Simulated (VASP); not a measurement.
Wanted: the native input for a VASP 6.6.1 run.

```yaml
Task: single point
Functional: LDA
Potentials_or_basis: VASP PAW LDA potentials, release 64 (Ge_d)
Cutoff: 520 eV
k_mesh: 6 × 6 × 2
Occupations: fermi-dirac, width 0.1 eV
Spin: no spin polarisation
Dipole_correction: no
Further_INCAR_settings: ALGO = Normal; EDIFF = 1e-06; NBANDS = 36
```

The structure of Ge lies in POSCAR:

```
Ge
1.0
    3.7617206849      0.0000000000      0.0000000000
   -1.8808603424      3.2577456750      0.0000000000
    0.0000000000      0.0000000000      6.1756463371
Ge
4
Direct
    0.0000000000      0.0000000000      1.0711393003
    0.0000000000      0.0000000000      0.5711393003
    0.3333333333      0.6666666667      0.8211606997
    0.6666666667      0.3333333333      0.3211606997
```

The input as run:

INCAR

```
PREC = Accurate
ENCUT = 520
EDIFF = 1E-6
ISMEAR = -1
SIGMA = 0.1
LREAL = F
LASPH = T
NELM = 60
ALGO = Normal
ISIF = 2
LWAVE = F
LCHARG = F
NBANDS = 36
```

KPOINTS

```
regular mesh
0
Gamma
  6 6 2
```

Potentials or basis: VASP PAW LDA potentials, release 64 (Ge_d).

Launch:

```bash
$ cat potpaw_LDA.64/Ge_d/POTCAR > POTCAR
$ mpirun -np 1 vasp_std > vasp.out
```

It gave:

| Quantity | Value |
| --- | --- |
| Pressure | 0.0 GPa |
| Band gap on the k mesh | zero (band 28 reaches 7.66 eV, above the bottom of band 29 at 3.31 eV) |

Caveat: the k points lie up to 0.51 Å⁻¹ apart.

Run time: 29 s on 1 thread of Intel Xeon 6975P-C, with other jobs on the host, peak memory 0.16 GiB.
